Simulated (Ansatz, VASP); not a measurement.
# Ge4H: VASP beside Ansatz

INCAR

```
PREC = Accurate
ENCUT = 520
EDIFF = 1E-7
ISMEAR = 0
SIGMA = 0.1
LREAL = False
LASPH = True
NELM = 100
ALGO = Normal
ISIF = 2
LWAVE = False
LCHARG = False
LDIPOL = True
IDIPOL = 3
DIPOL = 0.5 0.5 0.336
GGA = PE
IVDW = 12
NBANDS = 36
```

Contents of KPOINTS:

```
Automatic mesh
0
Gamma
  7 7 1
```

Contents of POSCAR:

```
Ge4H
1.0
    4.0303587907      0.0000000000      0.0000000000
    0.0000000000      4.0303587907      0.0000000000
    0.0000000000      0.0000000000     21.6416627718
Ge H
4 1
Direct
    0.0000000000      0.5000000000      0.1848286817
    0.0000000000      0.0000000000      0.2506714513
    0.5000000000      0.0000000000      0.3196569899
    0.5000000000      0.5000000000      0.3854446333
    1.0000000000      0.8750000000      0.5379282957
```

Input for Ansatz:

```yaml
crystal:
  lattice:
    - [4.0303587907, 0.0, 0.0]
    - [0.0, 4.0303587907, 0.0]
    - [0.0, 0.0, 21.6416627718]
  atoms:
    - { symbol: Ge, position: [0.0, 0.5, 0.1848286817] }
    - { symbol: Ge, position: [0.0, 0.0, 0.2506714513] }
    - { symbol: Ge, position: [0.5, 0.0, 0.3196569899] }
    - { symbol: Ge, position: [0.5, 0.5, 0.3854446333] }
    - { symbol: H, position: [1.0, 0.875, 0.5379282957] }
basis:
  ecutwfc: 420
kpoints:
  mp_grid: { grid: [7, 7, 1] }
hamiltonian:
  xc: pbe
  pseudopotentials: { kind: paw, azcp: { folder: soft_1 } }
  dispersion: d3bj
scf:
  occupations: { method: gaussian, width: 0.1 }
output:
  forces: true
  eigenvalues: true
efield:
  axis: 3
  dipole_correction: true
  ramp_width: 0.04
```

Alike in both runs: task single point; functional PBE; dispersion D3(BJ); k mesh 7 × 7 × 1; occupations gaussian, width 0.1 eV; no spin polarisation.

```csv
,VASP,Ansatz
version,VASP 6.6.1,Ansatz 0.2.0
potentials or method,"VASP PAW PBE potentials, release 64 (Ge_d, H), cutoff 520 eV","scalar-relativistic, plane waves, PAW"
valence electrons in the cell,57,57
```

|  | VASP | Ansatz | Ansatz less VASP |
| --- | --- | --- | --- |
| gap on the k mesh at the Fermi level (eV) | none | none | - |
| rms of the force components (eV/Å) | 0.100 | 0.099 | -0.0008 |

Atom by atom the forces differ by 0.002 eV/Å (rms over components). A gap of «none» marks a metal or a gap that the smearing closes.
